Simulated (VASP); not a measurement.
Set up this calculation in VASP 6.6.1, as the native input.

```yaml
Task: relaxation of cell and atoms
Functional: PBE
Potentials_or_basis: VASP PAW PBE potentials, release 64 (Zr_sv, Ti_sv, B)
Cutoff: 600 eV
k_mesh: 6 × 2 × 6
Occupations: gaussian, width 0.1 eV
Spin: no spin polarisation
Dipole_correction: no
Further_INCAR_settings: ALGO = Normal; EDIFF = 1e-06; IBRION = 2; EDIFFG = -0.04; NSW = 90; ISIF = 3
```

The structure of Zr2TiB2 lies in POSCAR:

```
Zr2TiB2
1.0
    3.1301136225      0.0000000000      0.0000000000
    0.0000000000      8.4907626907      0.0000000000
   -1.5433311038      0.0000000000      2.7288998640
Zr Ti B
2 1 2
Direct
    0.6291204926      0.2076303862      0.5706316043
    0.6291204926      0.7923696138      0.5706316043
    0.9734826626      0.5000000000      0.2014508694
    0.3000692264      0.0000000000      0.9124989672
    0.9691551942      0.0000000000      0.2434454006
```

These files were run (other wordings do the same):

INCAR

```
PREC     = Accurate       # precision mode
ENCUT    = 600            # plane-wave cutoff, eV
EDIFF    = 1E-6           # SCF threshold, eV
ISMEAR   = 0              # smearing method
SIGMA    = 0.1            # smearing width, eV
LREAL    = False          # projectors in reciprocal space
LASPH    = True           # aspherical terms in the spheres
NELM     = 80             # most SCF steps
ALGO     = Normal         # electronic algorithm
ISIF     = 3              # what is computed and relaxed
LWAVE    = False          # write WAVECAR
LCHARG   = False          # write CHGCAR
GGA      = PE             # functional
IBRION   = 2              # ionic algorithm
NSW      = 90             # ionic steps
EDIFFG   = -0.04          # ionic threshold
```

KPOINTS

```
Automatic mesh
0
Gamma
  6 2 6
```

Potentials or basis: VASP PAW PBE potentials, release 64 (Zr_sv, Ti_sv, B).

Command:

```sh
$ cat potpaw_PBE.64/Zr_sv/POTCAR potpaw_PBE.64/Ti_sv/POTCAR potpaw_PBE.64/B/POTCAR > POTCAR
$ mpirun -np 1 vasp_std > vasp.out
```

It gave:

- Relaxed volume: 14.75 Å³/atom
- Relaxed cell: a = 3.159 Å, b = 8.532 Å, c = 3.158 Å, α = 90.00°, β = 119.94°, γ = 90.00°
- Space group after relaxing (to 0.1 Å): P-6m2 (No. 187)
- Energy gained by relaxing: 3.8 meV/atom
- Ionic steps: 11
- Pressure after relaxing: -0.3 GPa
- Largest force after relaxing: 0.024 eV/Å
- Band gap on the k mesh: zero (bands 21 and 22 overlap by 0.97 eV)

Caveat: the k points lie up to 0.38 Å⁻¹ apart in the final cell, too coarse for converged energies and pressures of a metal.

Run time: 9.5 min on 1 thread of Intel(R) Xeon(R) 6975P-C (Granite Rapids) (shared host), peak memory 0.28 GiB.
